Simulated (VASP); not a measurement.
**N: single point with PBEsol**

Crystal: N.

```xyz
4
Lattice="4.3884 0.0000 0.0000 0.0000 4.3884 0.0000 0.0000 0.0000 5.7196" Properties=species:S:1:pos:R:3 pbc="T T T"
N     3.9996    3.9996    0.0000
N     2.5830    1.8054    2.8598
N     0.3888    0.3888    0.0000
N     1.8054    2.5830    2.8598
```

```yaml
Program: VASP 6.6.1
Task: single point
Functional: PBEsol
Potentials_or_basis: VASP PAW PBE potentials, release 64 (N)
Cutoff: 520 eV
k_mesh: 6 × 6 × 4
Occupations: gaussian, width 0.02 eV
Spin: no spin polarisation
```

* Pressure: 1.8 GPa
* Largest force: 1.878 eV/Å
* Band gap on the k mesh: 7.29 eV (least direct gap 7.40 eV)

Forces in eV/Å, atoms in the order of the input:
```
N   -1.328 -1.328  0.000
N    1.328 -1.328  0.000
N    1.328  1.328  0.000
N   -1.328  1.328  0.000
```

Stress tensor (GPa, compression positive):
```
 2.82  0.00  0.00
 0.00  2.82  0.00
 0.00  0.00 -0.14
```

Levels at points of the mesh, in eV from the valence-band top:
| k point | band 7 | band 8 | band 9 | band 10 | band 11 | band 12 | band 13 | band 14 |
| --- | --- | --- | --- | --- | --- | --- | --- | --- |
| (0.00, 0.00, 0.00) | -1.55 | -1.48 | -0.63 | -0.10 | 7.29 | 7.94 | 8.19 | 8.19 |
| (0.50, 0.00, 0.00) | -1.66 | -1.66 | -0.15 | -0.15 | 8.02 | 8.02 | 8.04 | 8.04 |
| (0.50, 0.50, 0.00) | -1.63 | -1.63 | -0.01 | -0.01 | 7.89 | 7.89 | 8.57 | 8.57 |
| (0.00, 0.00, 0.50) | -1.55 | -1.55 | -0.31 | -0.31 | 7.60 | 7.60 | 8.18 | 8.18 |
| (0.50, 0.00, 0.50) | -1.54 | -1.54 | -0.17 | -0.17 | 7.77 | 7.77 | 8.26 | 8.26 |
| (0.50, 0.50, 0.50) | -1.65 | -1.65 | 0.00 | 0.00 | 7.88 | 7.88 | 8.57 | 8.57 |

Run time: 33 s on 1 thread of Intel(R) Xeon(R) Platinum 8259CL CPU @ 2.50GHz (Skylake/Cascade Lake) (shared host), peak memory 0.23 GiB.

Caveat: the standard files for N, O and F lose accuracy on very short bonds; this functional lacks dispersion, which holds the molecules together, so the pressure and a relaxed volume are unreliable; the PAW data sets were made with another functional, which shifts forces and pressure a little; this functional lacks dispersion, which binds layers or chains, so the pressure and a relaxed spacing across them are unreliable. A k mesh can miss the band edges.
